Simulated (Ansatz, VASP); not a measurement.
**One calculation of Ge, two programs**

The input INCAR:

```
  PREC = Accurate
  ENCUT = 600
  EDIFF = 1E-6
  ISMEAR = 0
  SIGMA = 0.1
  LREAL = False
  LASPH = True
  NELM = 80
  ALGO = Normal
  ISIF = 3
  LWAVE = False
  LCHARG = False
  GGA = PE
  IBRION = 2
  NSW = 90
  EDIFFG = -0.04
```

The input KPOINTS:

```
regular mesh
0
Gamma
  6 6 6
```

File POSCAR:

```
Ge
1.0
    3.7035814782     -1.7465367736      0.0000000000
    3.7035814782      1.7465367736      0.0000000000
   -1.8521324121      0.0000000000      3.2734827309
Ge
2
Direct
    0.1961920809      0.1961920809      0.1967214705
    0.8038079191      0.8038079191      0.8032785295
```

Input for Ansatz:

```yaml
crystal:
  lattice:
    - [3.7035814782, -1.7465367736, 0.0]
    - [3.7035814782, 1.7465367736, 0.0]
    - [-1.8521324121, 0.0, 3.2734827309]
  atoms:
    - { symbol: Ge, position: [0.1961920809, 0.1961920809, 0.1967214705] }
    - { symbol: Ge, position: [0.8038079191, 0.8038079191, 0.8032785295] }
basis:
  ecutwfc: 420
kpoints:
  mp_grid: { grid: [6, 6, 6] }
hamiltonian:
  xc: pbe
scf:
  occupations: { method: gaussian, width: 0.1 }
  lower_state_search: "off"
output:
  forces: true
  stress: true
  eigenvalues: true
relax:
  adjacent_minimum: "off"
  f_tol: 0.04
  max_steps: 70
  cell: { stress_tol: 0.4 }
```

Change from the starting cell: the structure that the rattled cell fell into.

Alike in both runs: task relaxation of cell and atoms; functional PBE; k mesh 6 × 6 × 6; occupations gaussian, width 0.1 eV; no spin polarisation.

```csv
,VASP,Ansatz
version,VASP 6.6.1,Ansatz 0.2.0
potentials or method,"VASP PAW PBE potentials, release 64 (Ge_d), cutoff 600 eV","scalar-relativistic, plane waves, PAW"
valence electrons in the cell,28,28
```

```csv
,VASP,Ansatz,Ansatz less VASP
"gap on the k mesh at the Fermi level, each at its own relaxed structure (eV)",none,none,-
relaxed volume (Å³/atom),21.43,21.45,+0.016
relaxed length of the cell vector where the two differ most in proportion (Å),4.186,4.170,-0.0160
```

A gap of «none» marks a metal or a gap that the smearing closes.
